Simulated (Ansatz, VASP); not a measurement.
# Two plane-wave programs on Te

```
CELL_PARAMETERS angstrom
0.00000 3.52922 3.52922
3.52922 0.00000 3.52922
3.52922 3.52922 0.00000
ATOMIC_POSITIONS crystal
Te 0.50000 0.50000 0.50000
Te 0.75000 0.75000 0.75000
```

Alike in both runs: functional PBEsol; k mesh 4 × 4 × 4; occupations gaussian, width 0.1 eV; no spin polarisation.

Ansatz relaxed the structure, and its values are those at the end. VASP's run is a single point on that final structure, the one shown.

```csv
,VASP,Ansatz
version,VASP 6.6.1,Ansatz 0.2.0
potentials or method,"VASP PAW PBE potentials, release 64 (Te), cutoff 520 eV","scalar-relativistic, plane waves, PAW"
valence electrons in the cell,12,32
```

```tsv
	VASP	Ansatz	Ansatz less VASP
gap on the k mesh at the Fermi level (eV)	none	none	-
pressure (GPa)	0.3	0.2	-0.03
```

VASP's potentials were made for PBE, not for PBEsol. A gap of «none» marks a metal or a gap that the smearing closes. VASP's potentials hold 12 valence electrons a cell and Ansatz's 32, so a difference there can come from the potentials and not from the codes.

The k mesh is coarse, so the values compare programs but aren't converged. Spin-orbit coupling is off throughout.
